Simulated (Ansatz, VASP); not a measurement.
ZnS in VASP and in Ansatz

The input POSCAR:

```
ZnS
1.0
    0.0000000000      2.7220027303      2.7220027303
    2.7220027303      0.0000000000      2.7220027303
    2.7220027303      2.7220027303      0.0000000000
Zn S
1 1
Direct
    0.2500000000      0.2500000000      0.2500000000
    0.0000000000      0.0000000000      0.0000000000
```

INCAR.step1

```
PREC = Accurate
ENCUT = 550
ISMEAR = 0
SIGMA = 0.05
LREAL = False
LASPH = True
NELM = 120
NBANDS = 16
GGA = PE
ALGO = Normal
EDIFF = 1E-5
LWAVE = True
LCHARG = False
GGA_COMPAT = False
```

Contents of INCAR.step2:

```
PREC = Accurate
ENCUT = 550
EDIFF = 1E-6
ISMEAR = 0
SIGMA = 0.05
LREAL = False
LASPH = True
NELM = 120
ALGO = Normal
ISIF = 2
LWAVE = False
LCHARG = False
METAGGA = R2SCAN
LMIXTAU = True
NBANDS = 16
ISTART = 1
GGA_COMPAT = False
```

Contents of KPOINTS:

```
regular mesh
0
Gamma
  6 6 6
```

Input for Ansatz:

```yaml
crystal:
  lattice:
    - [0.0, 2.7220027303, 2.7220027303]
    - [2.7220027303, 0.0, 2.7220027303]
    - [2.7220027303, 2.7220027303, 0.0]
  atoms:
    - { symbol: Zn, position: [0.25, 0.25, 0.25] }
    - { symbol: S, position: [0.0, 0.0, 0.0] }
basis:
  ecutwfc: 500
  ecutrho_ratio: 4
kpoints:
  mp_grid: { grid: [6, 6, 6] }
hamiltonian:
  xc: r2scan
scf:
  occupations: { method: gaussian, width: 0.05 }
output:
  forces: true
  stress: true
  eigenvalues: true
```

Alike in both runs: task single point; functional r2SCAN; k mesh 6 × 6 × 6; occupations gaussian, width 0.05 eV; no spin polarisation.

|  | VASP | Ansatz |
| --- | --- | --- |
| version | VASP 6.6.1 | Ansatz 0.2.0 |
| potentials or method | VASP PAW PBE potentials, release 64 (Zn, S), cutoff 550 eV | scalar-relativistic, plane waves, PAW |
| valence electrons in the cell | 18 | 18 |

Ansatz gave:

- gap on the k mesh at the Fermi level (eV): 2.56
- least direct gap on the mesh (eV): 2.56
- pressure (GPa): -2.2

Problem. Estimate VASP's values.

Solution. gap on the k mesh at the Fermi level (eV): 2.57; least direct gap on the mesh (eV): 2.57; pressure (GPa): -2.2.

VASP's potentials were made for PBE, not for r2SCAN. With one functional, cell and mesh, what is left measures potentials, basis and numerics.
